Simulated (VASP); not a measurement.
# Li: single point with r2SCAN

The system is Li.

```
Li
1.0
    -1.73854    1.73854    1.73854
     1.73854   -1.73854    1.73854
     1.73854    1.73854   -1.73854
Li
1
Direct
  0.00000 0.00000 0.00000
```

```yaml
Program: VASP 6.6.1
Task: single point
Functional: r2SCAN
Potentials_or_basis: VASP PAW PBE potentials, release 64 (Li_sv)
Cutoff: 520 eV
k_mesh: 7 × 7 × 7
Occupations: gaussian, width 0.02 eV
Spin: no spin polarisation
```

The band gap on the k mesh is zero (an odd number of electrons rules out a gap without spin polarisation).

Levels at points of the mesh, in eV from the Fermi level:
```csv
k point,band 1,band 2,band 3,band 4,band 5,band 6
"(0.00, 0.00, 0.00)",-48.10,-3.77,15.97,15.97,15.97,20.13
```

Run time: 7.7 s on 1 thread of Intel(R) Xeon(R) 6975P-C (Granite Rapids), on a shared host, peak memory 0.13 GiB.

Caveat: the k points lie up to 0.37 Å⁻¹ apart, too coarse for converged energies and pressures of a metal.
